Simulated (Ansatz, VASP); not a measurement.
## Two plane-wave programs on Ge

```xyz
6
Lattice="3.6671 0.0000 0.0000 -1.8336 3.1758 0.0000 0.0000 0.0000 9.3342" Properties=species:S:1:pos:R:3 pbc="T T T"
Ge    0.0000    0.0000    4.6671
Ge    0.0000    0.0000    0.0000
Ge    1.8336    1.0586    3.5451
Ge    0.0000    2.1172    5.7891
Ge    0.0000    2.1172    8.2122
Ge    1.8336    1.0586    1.1220
```

Alike in both runs: task relaxation of cell and atoms; functional PBE; k mesh 6 × 6 × 2; occupations gaussian, width 0.1 eV; no spin polarisation.

```csv
,VASP,Ansatz
version,VASP 6.6.1,Ansatz 0.2.0
potentials or method,"VASP PAW PBE potentials, release 64 (Ge_d), cutoff 600 eV","scalar-relativistic, plane waves, PAW"
valence electrons in the cell,84,84
```

```csv
,VASP,Ansatz,Ansatz less VASP
"gap on the k mesh at the Fermi level, each at its own relaxed structure (eV)",none,none,-
relaxed volume (Å³/atom),23.42,23.44,+0.026
relaxed length of the cell vector where the two differ most in proportion (Å),3.999,4.003,+0.0035
```

A gap of «none» marks a metal or a gap that the smearing closes.

Noted on VASP's run: the volume moved by over 15 % at a fixed basis, so the end points are rough.
